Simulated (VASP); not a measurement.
# Mo (Fd-3m) in VASP: notebook

Mo is run at these levels: PBE; tasks: relaxation of cell and atoms.

Program: VASP 6.6.1. These are calculated values, not measurements. Logs are shortened: lines on timing, memory, paths and dates and some standing lists are left out, and cuts for length are marked.

## (1) The cell of the first run

It takes space group Fd-3m (No. 227, cubic). The conventional cell has a = 4.330 Å, b = 4.330 Å, c = 4.330 Å, α = 90.00°, β = 90.00°, γ = 90.00°. Within 2.5 Å of Mo (site symmetry -43m) lie 4 Mo at 1.88 Å.

This isn't the form of Mo at room conditions, which is bcc.

## (2) Relaxation of cell and atoms, PBE, target pressure 380 GPa, at which the enthalpy is minimised

INCAR reads:

```
ALGO = Normal
EDIFF = 1E-6
EDIFFG = -0.005
ENCUT = 600
GGA = PE
IBRION = 2
ISIF = 3
ISMEAR = -1
LASPH = True
LCHARG = False
LREAL = False
LWAVE = False
NELM = 60
NSW = 60
PREC = Accurate
PSTRESS = 3800.0
SIGMA = 0.1
```

KPOINTS reads:

```
k-points
0
Gamma
  15 15 15
```

POSCAR reads:

```
Mo
1.0
    0.0000000000      2.1652119468      2.1652119468
    2.1652119468      0.0000000000      2.1652119468
    2.1652119468      2.1652119468      0.0000000000
Mo
2
Direct
   -0.1250000000     -0.1250000000     -0.1250000000
    0.1250000000      0.1250000000      0.1250000000
```

Potentials or basis: VASP PAW PBE potentials, release 64 (Mo_sv).

The run is started by

```
> cat potpaw_PBE.64/Mo_sv/POTCAR > POTCAR
> mpirun -np 1 vasp_std > vasp.out
```

OUTCAR:

```text
EDIFF = 1E-6
   EDIFFG = -0.005
   ENCUT = 600
   GGA = PE
   IBRION = 2
   ISIF = 3
   ISMEAR = -1
   LASPH = True
   LREAL = False
   NELM = 60
   NSW = 60
   PREC = Accurate
   PSTRESS = 3800.0

 ion  position               nearest neighbor table
   1  0.875  0.875  0.875-   2 1.88   2 1.88   2 1.88   2 1.88
   2  0.125  0.125  0.125-   1 1.88   1 1.88   1 1.88   1 1.88

  LATTYP: Found a face centered cubic cell.
 ALAT       =     4.3304238936

  Lattice vectors:

 A1 = (   0.0000000000,   2.1652119468,   2.1652119468)
 A2 = (   2.1652119468,   0.0000000000,   2.1652119468)
 A3 = (   2.1652119468,   2.1652119468,   0.0000000000)

Analysis of symmetry for initial positions (statically):
=====================================================================
 Subroutine PRICEL returns:
 Original cell was already a primitive cell.

 Routine SETGRP: Setting up the symmetry group for a
 face centered cubic supercell.

 Subroutine GETGRP returns: Found 48 space group operations
 (whereof 12 operations were pure point group operations)
 out of a pool of 48 trial point group operations.

The static configuration has the point symmetry D_3d.
 The point group associated with its full space group is O_h .

Analysis of symmetry for dynamics (positions and initial velocities):
=====================================================================
 Subroutine PRICEL returns:
 Original cell was already a primitive cell.

 Routine SETGRP: Setting up the symmetry group for a
 face centered cubic supercell.

 Subroutine GETGRP returns: Found 48 space group operations
 (whereof 12 operations were pure point group operations)
 out of a pool of 48 trial point group operations.

The dynamic configuration has the point symmetry D_3d.
 The point group associated with its full space group is O_h .

 Subroutine INISYM returns: Found 48 space group operations
 (whereof 12 operations are pure point group operations),
 and found     1 'primitive' translations

----------------------------------------------------------------------------------------

                                     Primitive cell

  volume of cell :      20.3016

  direct lattice vectors                    reciprocal lattice vectors
     0.000000000  2.165211947  2.165211947    -0.230924275  0.230924275  0.230924275
     2.165211947  0.000000000  2.165211947     0.230924275 -0.230924275  0.230924275
     2.165211947  2.165211947  0.000000000     0.230924275  0.230924275 -0.230924275

  length of vectors
     3.062072101  3.062072101  3.062072101     0.399972578  0.399972578  0.399972578

[... 83 lines left out ...]
   NSW    =     60    number of steps for IOM
   IBRION =      2    ionic relax: 0-MD 1-quasi-New 2-CG
   NFREE  =      1    steps in history (QN), initial steepest desc. (CG)
   ISIF   =      3    stress and relaxation
   ISYM   =      2    0-nonsym 1-usesym 2-fastsym
   POTIM  = 0.5000    time-step for ionic-motion
   TEBEG  =    0.0;   TEEND  =   0.0 temperature during run
   PSTRESS= 3800.0 pullay stress
   NELECT =      28.0000    total number of electrons
   NUPDOWN=      -1.0000    fix difference up-down
   EMIN   =  10.00;   EMAX   =-10.00  energy-range for DOS
   EFERMI =   0.00;   METHOD = LEGACY
   ISMEAR =    -1;   SIGMA  =   0.10  broadening in eV -4-tet -1-fermi 0-gaus
   EFERMI_NEDOS =   21; number of points for ismear=-14 and -15
   IALGO  =     38    algorithm
   IMIX   =      4    mixing-type and parameters
     AMIX     =   0.40;   BMIX     =  1.00
     AMIX_MAG =   1.60;   BMIX_MAG =  1.00
  volume/ion in A,a.u.               =      10.15        68.50
  Fermi-wavevector in a.u.,A,eV,Ry     =   1.822288  3.443626 45.181339  3.320735
  Thomas-Fermi vector in A             =   2.878475
   LORBIT       =      0    0 simple, 1 ext, 2 COOP (PROOUT), +10 PAW based schemes
   GGA     = PE    functional components
   LHFCALC =     F    Hartree Fock is set to
   AEXX    =    0.0000 exact exchange contribution
   IVDW    =     0    specifies the selected vdW correction
   LEPSILON=     F    determine dielectric tensor
   LRPA    =     F    only Hartree local field effects (RPA)
 conjugate gradient relaxation of ions
 non-spin polarized calculation
  energy-cutoff  :      600.00
  volume of cell :       20.30
 maximum number of plane-waves:       690
   NGX = 13   NGY = 13   NGZ = 13

--------------------------------------- Ionic step        1  -------------------------------------------

 number of electron      27.9999994 magnetization

 Free energy of the ion-electron system (eV)
  ---------------------------------------------------
  ext. energy  EPLUGINS =         0.00000000
  ---------------------------------------------------
  free energy    TOTEN  =         2.18866242 eV

  energy without entropy =        2.22654580  energy(sigma->0) =        2.20760411

------------------------ aborting loop because EDIFF is reached ----------------------------------------

  FORCE on cell =-STRESS in cart. coord.  units (eV):
  Direction    XX          YY          ZZ          XY          YZ          ZX
  --------------------------------------------------------------------------------------
  -------------------------------------------------------------------------------------
  Total       63.6381933     63.6381933     63.6381933     -0.0000000      0.0000000     -0.0000000
  in kB     5022.2367797   5022.2367797   5022.2367797     -0.0000000      0.0000000     -0.0000000
  external PRESSURE =    1222.2367797 kB  Pullay stress =    3800.0000000 kB
[... 25 lines left out ...]
--------------------------------------- Ionic step        2  -------------------------------------------

 number of electron      28.0000016 magnetization

 E-fermi :   5.4419     XC(G=0): -10.2062

 val. band max:        5.4335587650   @ k =   0.2667   0.2000   0.0667
 cond. band min:       5.4550083455   @ k =  -0.3333   0.4667   0.1333
 fundamental gap:      0.0214495805
 Fermi energy:         5.4418703673

 k-point     1 :       0.0000    0.0000    0.0000
  band No.  band energies     occupation
      1     -54.9133      2.00000
      2     -54.4892      2.00000
      3     -29.2348      2.00000
      4     -29.2348      2.00000
      5     -29.2348      2.00000
      6     -28.4573      2.00000
[... 608 lines left out ...]
--------------------------------------- Ionic step        5  -------------------------------------------

 number of electron      28.0000007 magnetization

 Free energy of the ion-electron system (eV)
  ---------------------------------------------------
  ext. energy  EPLUGINS =         0.00000000
  ---------------------------------------------------
  free energy    TOTEN  =        -2.57681784 eV

  energy without entropy =       -2.53780910  energy(sigma->0) =       -2.55731347

 E-fermi :  19.0686     XC(G=0): -14.9642

 val. band max:       19.0686239552   @ k =  -0.1333   0.2000   0.0667
 cond. band min:      19.0876541545   @ k =  -0.2667   0.4000   0.1333
 fundamental gap:      0.0190301993
 Fermi energy:        19.0686297428

 k-point     1 :       0.0000    0.0000    0.0000
  band No.  band energies     occupation
      1     -45.6220      2.00000
      2     -39.6442      2.00000
      3     -20.0586      2.00000
      4     -20.0586      2.00000
      5     -20.0586      2.00000
      6     -14.9808      2.00000
[... 528 lines left out ...]
  energy  without entropy=       -2.5378090965  energy(sigma->0) =       -2.55731347

  enthalpy is  TOTEN    =        49.7088362762 eV   P V=       52.2856541203

 reached required accuracy - stopping structural energy minimisation
```

Wall time 3.2 min (1 thread of Intel Xeon 8259CL, shared host); peak memory 0.18 GiB.

What came out:

| Item | Value |
| --- | --- |
| Free energy | -2.5768 eV |
| Relaxed volume | 11.02 Å³/atom |
| Relaxed cell | a = 3.147 Å, b = 3.147 Å, c = 3.147 Å, α = 60.00°, β = 60.00°, γ = 60.00° |
| Space group after relaxing (to 0.1 Å) | Fd-3m (No. 227) |
| Energy change on relaxing (the run minimises the enthalpy) | -2382.7 meV/atom |
| Ionic steps | 5 |
| Pressure after relaxing | 380.0 GPa |
| Band gap on the k mesh | zero (bands 14 and 15 overlap by 2.11 eV) |

Step by step:
```tsv
step	energy change (eV)	largest force (eV/Å)	pressure (GPa)	volume (Å³)
1	0.0000	0.0000	502.22	20.30
2	-19.2903	0.0000	-11.19	52.61
3	-7.8246	0.0000	303.75	23.49
4	-4.9261	0.0000	375.96	22.11
5	-4.7655	0.0000	380.05	22.04
```

Final structure:
```
Mo
1.0
     0.00000    2.22549    2.22549
     2.22549    0.00000    2.22549
     2.22549    2.22549    0.00000
Mo
2
Direct
  0.87500 0.87500 0.87500
  0.12500 0.12500 0.12500
```

Levels at points of the mesh, in eV from the Fermi level:
| k point | band 12 | band 13 | band 14 | band 15 | band 16 | band 17 |
| --- | --- | --- | --- | --- | --- | --- |
| (0.00, 0.00, 0.00) | -3.25 | -3.25 | -3.25 | 3.06 | 3.06 | 3.06 |

Caveat: the cell is relaxed towards a set pressure, so the run minimises the enthalpy, not the energy; atoms lie so close that the PAW spheres overlap strongly, which falsifies energies and pressures.

(Part 1 of 2 ends here.)
